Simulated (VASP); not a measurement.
**SiC: vibrations by perturbation theory with PBE**

Crystal: SiC.

```
CELL_PARAMETERS angstrom
0.00000 2.18986 2.18986
2.18986 0.00000 2.18986
2.18986 2.18986 0.00000
ATOMIC_POSITIONS crystal
Si 0.00000 0.00000 0.00000
C 0.75000 0.75000 0.75000
```

- Program: VASP 6.6.1
- Task: vibrations by perturbation theory
- Functional: PBE
- Potentials or basis: VASP PAW PBE potentials, release 64 (Si, C)
- Cutoff: 520 eV
- k mesh: 12 × 12 × 12
- Occupations: gaussian, width 0.01 eV
- Spin: no spin polarisation
- Dipole correction: no
- Further INCAR settings: ALGO = Normal; EDIFF = 1e-08; IBRION = 8; NSW = 1

The electronic dielectric tensor (diagonal) is 7.01. The born charges (mean of the diagonal) is Si +2.68; C -2.68 e and the highest phonon frequency at Γ, LO-TO splitting left out is 775 cm⁻¹.

Phonon frequencies in cm⁻¹ (negative: imaginary):
```csv
q point,frequencies
"(0.000, 0.000, 0.000)",0 0 0 775 775 775
```

Electronic dielectric tensor:
```
7.01 0.00 0.00
0.00 7.01 0.00
0.00 0.00 7.01
```

Born effective charge tensors (e):
atom 1, Si
```
2.68 0.00 0.00
0.00 2.68 0.00
0.00 0.00 2.68
```
atom 2, C
```
-2.68  0.00  0.00
 0.00 -2.68  0.00
 0.00  0.00 -2.68
```

It took 2.3 min on 1 thread of Intel Xeon 6975P-C, with other jobs on the host, peak memory 0.25 GiB.
